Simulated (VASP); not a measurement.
Write the native input for VASP 6.6.1 that does the following.

| Property | Result |
| --- | --- |
| Task | relaxation of cell and atoms |
| Functional | r2SCAN |
| Potentials or basis | VASP PAW PBE potentials, release 64 (Ba_sv) |
| Cutoff | 600 eV |
| k mesh | 5 × 5 × 5 |
| Occupations | gaussian, width 0.1 eV |
| Spin | no spin polarisation |
| Dipole correction | no |
| Further INCAR settings | ALGO = Normal; EDIFF = 1e-06; IBRION = 2; EDIFFG = -0.02; NSW = 80; ISIF = 3 |

Crystal: Ba.

```xyz
2
Lattice="0.0000 4.3400 4.3400 4.3400 0.0000 4.3400 4.3400 4.3400 0.0000" Properties=species:S:1:pos:R:3 pbc="T T T"
Ba    0.0000    0.0000    0.0000
Ba    2.1700    2.1700    2.1700
```

This isn't the form of Ba at room conditions, which is bcc.

These files were run (other wordings do the same):

POSCAR

```
Ba
1.0
    0.0000000000      4.3400000000      4.3400000000
    4.3400000000      0.0000000000      4.3400000000
    4.3400000000      4.3400000000      0.0000000000
Ba
2
Direct
    0.0000000000      0.0000000000      0.0000000000
    0.2500000000      0.2500000000      0.2500000000
```

INCAR.step1

```
SYSTEM = Ba
PREC = Accurate
ENCUT = 600
ISMEAR = 0
SIGMA = 0.1
LREAL = .False.
LASPH = .True.
NELM = 100
GGA = PE
ALGO = Normal
EDIFF = 1E-4
LWAVE = .True.
LCHARG = .False.
```

INCAR.step2

```
SYSTEM = Ba
PREC = Accurate
ENCUT = 600
EDIFF = 1E-6
ISMEAR = 0
SIGMA = 0.1
LREAL = .False.
LASPH = .True.
NELM = 100
ALGO = Normal
ISIF = 3
LWAVE = .False.
LCHARG = .False.
METAGGA = R2SCAN
LMIXTAU = .True.
IBRION = 2
NSW = 80
EDIFFG = -0.02
ISTART = 1
```

KPOINTS

```
regular mesh
0
Gamma
  5 5 5
  0 0 0
```

Potentials or basis: VASP PAW PBE potentials, release 64 (Ba_sv).

Command:

```sh
$ cat potpaw_PBE.64/Ba_sv/POTCAR > POTCAR
$ cp INCAR.step1 INCAR
$ mpirun -np 1 vasp_std > vasp.out
$ cp INCAR.step2 INCAR
$ mpirun -np 1 vasp_std > vasp.out
```

Results of the run:

* Relaxed volume: 56.82 Å³/atom
* Relaxed cell: a = 5.437 Å, b = 5.437 Å, c = 5.437 Å, α = 60.00°, β = 60.00°, γ = 60.00°
* Space group after relaxing (to 0.1 Å): Fd-3m (No. 227)
* Energy gained by relaxing: 133.1 meV/atom
* Ionic steps: 8
* Pressure after relaxing: 0.0 GPa
* Band gap on the k mesh: zero (bands 10 and 11 overlap by 0.16 eV)

Caveat: the volume moved by over 15 % at a fixed basis, so the end points are rough; the PAW data sets were made with another functional, which shifts forces and pressure a little; spin-orbit coupling is left out, which moves the levels of the heavy elements.

Run time: 31 min on 1 thread of Oxide Virtual Turin-like Processor, with other jobs on the host, peak memory 0.39 GiB.
